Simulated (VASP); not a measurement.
Set up this calculation in VASP 6.6.1, as the native input.

```yaml
Task: single point
Functional: PBE
Dispersion: D3(BJ)
Potentials_or_basis: VASP PAW PBE potentials, release 64 (O_h, C_h, H_h)
Cutoff: 1000 eV
k_mesh: 1 × 1 × 1
Occupations: fermi-dirac, width 0.02 eV
Spin: no spin polarisation
Dipole_correction: no
Further_INCAR_settings: LREAL = Auto; ALGO = Normal; EDIFF = 1e-06; NBANDS = 70
```

The structure of H2CO lies in POSCAR:

```
H2CO
1.0
    7.6012920000      0.0000000000      0.0000000000
    0.0000000000      7.6012920000      0.0000000000
    0.0000000000      0.0000000000      7.6012920000
O C H
8 8 16
Direct
    0.9790440888      0.8764167986      1.0213921528
   -0.0237722745      0.4509759657      0.2658232311
    0.5120182201      0.3536504057      0.5954119379
    0.5465386674      0.5611809150      0.0638049426
    0.2886877652      1.0715941448      0.7210353187
    0.5792699452      0.1257417818      1.1248350938
    0.2413668624      0.6481003493      0.7354539202
    0.7005519588      0.7907208406      0.4903245396
    0.9863717905      0.9152391462      0.8669315690
    0.0177864500      0.3032905459      0.2336050240
    0.5704951211      0.3463884824      0.4444639148
    0.5187407614      0.7029068216     -0.0075645035
    0.3475593360      0.9553112813      0.6213680516
    0.5841243831      0.1846396639      0.9716242976
    0.2221859126      0.4997703022      0.6719120907
    0.8007717635      0.8578015422      0.3806063496
    1.0008824816      1.0525052846      0.8179004306
    0.9599420730      0.8247282173      0.7643569014
   -0.0861169391      0.1953615254      0.2298556614
    0.1546579187      0.2636130805      0.2097932825
    0.5117682626      0.4198102112      0.3290361691
    0.6775295568      0.2490234555      0.4143374574
    0.6255778623      0.8061261165     -0.0140370874
    0.3909598526      0.7331779913     -0.0788681714
    0.2692305466      0.9171335610      0.4973496611
    0.4772083483      0.8942690269      0.6411541617
    0.5069269803      0.3031195223      0.9380115907
    0.6488239105      0.1060346057      0.8658133380
    0.1754833257      0.4922057987      0.5359878294
    0.2107668012      0.3707396058      0.7392953724
    0.9099242602      0.9433659436      0.4186262020
    0.7942991797      0.8324505887      0.2402223201
```

These files were run (other wordings do the same):

INCAR

```
SYSTEM = H2CO
PREC     = Accurate       ! precision mode
ENCUT    = 1000           ! plane-wave cutoff, eV
EDIFF    = 1E-6           ! SCF threshold, eV
ISMEAR   = -1             ! smearing method
SIGMA    = 0.02           ! smearing width, eV
LREAL    = Auto         
LASPH    = .TRUE.         ! aspherical terms in the spheres
NELM     = 120            ! most SCF steps
ALGO     = Normal         ! electronic algorithm
ISIF     = 2              ! what is computed and relaxed
LWAVE    = .FALSE.        ! write WAVECAR
LCHARG   = .TRUE.         ! write CHGCAR
GGA      = PE             ! functional
IVDW     = 12             ! dispersion correction
LELF     = .TRUE.         ! ELF
LVHAR    = .TRUE.       
NBANDS   = 70             ! bands
GGA_COMPAT= .FALSE.
```

KPOINTS

```
regular mesh
0
G
  1 1 1
  0 0 0
```

Potentials or basis: VASP PAW PBE potentials, release 64 (O_h, C_h, H_h).

Launch:

```console
$ cat potpaw_PBE.64/O_h/POTCAR potpaw_PBE.64/C_h/POTCAR potpaw_PBE.64/H_h/POTCAR > POTCAR
$ mpirun -np 1 vasp_gam > vasp.out
```

Results of the run:

```json
{
  "Pressure": "-0.8 GPa",
  "Largest force": "2.624 eV/Å",
  "Band gap on the k mesh": "2.81 eV",
  "Dispersion energy per atom": "-0.041 eV"
}
```

Caveat: the k points lie up to 0.83 Å⁻¹ apart.

It took 3.5 min on 1 thread of Intel(R) Xeon(R) Platinum 8488C (Sapphire Rapids), on a shared host, peak memory 0.9 GiB.
